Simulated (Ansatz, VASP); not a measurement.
Given: the input of a run of VASP 6.6.1 on Zr.

Contents of INCAR:

```
PREC = Accurate
ENCUT = 600
EDIFF = 1E-6
ISMEAR = -1
SIGMA = 0.05
LREAL = False
LASPH = True
NELM = 60
ALGO = Normal
ISIF = 3
LWAVE = False
LCHARG = False
GGA = PE
IBRION = 2
NSW = 80
EDIFFG = -0.005
```

KPOINTS

```
regular mesh
0
Gamma
  9 9 5
```

Contents of POSCAR:

```
Zr
1.0
    3.2320000000      0.0000000000      0.0000000000
   -1.6160000000      2.7989941050      0.0000000000
    0.0000000000      0.0000000000      5.1470000000
Zr
2
Direct
    0.6666666667      0.3333333333      0.7500000000
    0.3333333333      0.6666666667      0.2500000000
```

Potentials or basis: VASP PAW PBE potentials, release 64 (Zr_sv).

Command:

```sh
$ cat potpaw_PBE.64/Zr_sv/POTCAR > POTCAR
$ mpirun -np 1 vasp_std > vasp.out
```

Q: Set up the same calculation for Ansatz 0.2.0. Potentials there: all-electron LAPW, scalar-relativistic.

A: As run (the cutoff follows the program's own potentials):

File input.yaml:

```yaml
crystal:
  lattice:
    - [3.232, 0.0, 0.0]
    - [-1.616, 2.798994105, 0.0]
    - [0.0, 0.0, 5.147]
  atoms:
    - { symbol: Zr, position: [0.6666666667, 0.3333333333, 0.75] }
    - { symbol: Zr, position: [0.3333333333, 0.6666666667, 0.25] }
kpoints:
  mp_grid: { grid: [9, 9, 5] }
scf:
  occupations: { method: fermi_dirac, width: 0.05 }
hamiltonian:
  xc: pbe
  pseudopotentials: { kind: all_electron, lapw: { basis_error: 0.001 } }
output:
  forces: true
  stress: true
relax:
  f_tol: 0.005
  max_steps: 60
  cell: {}
```

Potentials or basis: all-electron LAPW, scalar-relativistic.

Launch:

```sh
$ ansatz run input.yaml --threads 1 --pin off --max-ram 3072MiB --backend cpu --events-out ev --progress --plain --runs-dir out
```

Both were run:

|  | VASP | Ansatz | Ansatz less VASP |
| --- | --- | --- | --- |
| relaxed volume (Å³/atom) | 23.39 | 23.39 | +0.003 |
| relaxed length of the cell vector where the two differ most in proportion (Å) | 3.228 | 3.228 | +0.0002 |

Ansatz ran all-electron here, and VASP with PAW potentials.
